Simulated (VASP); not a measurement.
C:

```
C
1.0
     0.00000    1.78337    1.85470
     1.78337    0.00000    1.85470
     1.78337    1.78337    0.00000
C
2
Cartesian
  2.6751 2.6751 2.7821
  1.7834 1.7834 1.8547
```

Base run:

| Property | Result |
| --- | --- |
| Program | VASP 6.6.1 |
| Functional | PBEsol |
| Potentials or basis | VASP PAW PBE potentials, release 64 (C) |
| Cutoff | 600 eV |
| k mesh | 11 × 11 × 11 |
| Occupations | fermi-dirac, width 0.05 eV |
| Spin | no spin polarisation |

Its results: band gap on the k mesh 3.43 eV, indirect (least direct gap 5.09 eV); pressure -20.2 GPa.

**Question.** The run is repeated on the same cell with these changes: functional from PBEsol to PBE; cutoff from 600 eV to 520 eV; further incar settings from ALGO = Normal; EDIFF = 1e-06; NBANDS = 11 to ALGO = Normal; EDIFF = 1e-07; NBANDS = 11. What comes out?

**Answer.** Band gap on the k mesh 3.55 eV, indirect (least direct gap 5.14 eV); pressure -13.7 GPa.

Caveats: the PAW data sets were made with another functional, which shifts forces and pressure a little (some runs).

A k mesh can miss the band edges.
